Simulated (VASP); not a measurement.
Crystal: Rh.

```
Rh
1.0
     0.00000    1.89785    1.89785
     1.89785    0.00000    1.89785
     1.89785    1.89785    0.00000
Rh
1
Cartesian
  0.0000 0.0000 0.0000
```

Base run:

```yaml
Program: VASP 6.6.1
Functional: revPBE
Potentials_or_basis: VASP PAW PBE potentials, release 64 (Rh_pv)
Cutoff: 500 eV
k_mesh: 14 × 14 × 14
Occupations: methfessel-paxton, width 0.1 eV
Spin: no spin polarisation
```

Its results: band gap on the k mesh zero (an odd number of electrons rules out a gap without spin polarisation); pressure 11.2 GPa.

Problem. The run is repeated on the same cell with these changes: functional from revPBE to r2SCAN; cutoff from 500 eV to 550 eV. What comes out?

Solution. Band gap on the k mesh zero (an odd number of electrons rules out a gap without spin polarisation); pressure 2.1 GPa.

Caveats: the PAW data sets were made with another functional, which shifts forces and pressure a little; the cell stands under pressure (at least some runs).
